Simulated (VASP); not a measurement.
Crystal: KTaO3.

```xyz
5
Lattice="4.0408 0.0000 0.0000 0.0000 4.0408 0.0000 0.0000 0.0000 4.0408" Properties=species:S:1:pos:R:3 pbc="T T T"
Ta    0.0000    0.0000    0.0000
K     2.0204    2.0204    2.0204
O     0.0000    0.0000    2.0204
O     0.0000    2.0204    0.0000
O     2.0204    0.0000    0.0000
```

Base run:

- Program: VASP 6.6.1
- Functional: r2SCAN
- Potentials or basis: VASP PAW PBE potentials, release 64 (Ta_sv_GW, K_sv, O)
- Cutoff: 770 eV
- k mesh: 7 × 7 × 7
- Occupations: fermi-dirac, width 0.05 eV
- Spin: no spin polarisation

Its results: band gap on the k mesh 2.57 eV (least direct gap 3.18 eV); pressure -7.2 GPa.

Problem. The run is repeated on the same cell with these changes: functional from r2SCAN to LDA; potentials or basis from VASP PAW PBE potentials, release 64 (Ta_sv_GW, K_sv, O) to VASP PAW LDA potentials, release 64 (Ta_sv_GW, K_sv, O); cutoff from 770 eV to 700 eV. What comes out?

Solution. Band gap on the k mesh 2.03 eV (least direct gap 2.61 eV); pressure -12.0 GPa.

Caveats: the cell stands under tension; spin-orbit coupling is left out, which moves the levels of the heavy elements; an odd mesh through Γ misses points on the zone boundary, where band edges can lie; the PAW data sets were made with another functional, which shifts forces and pressure a little (at least some runs).
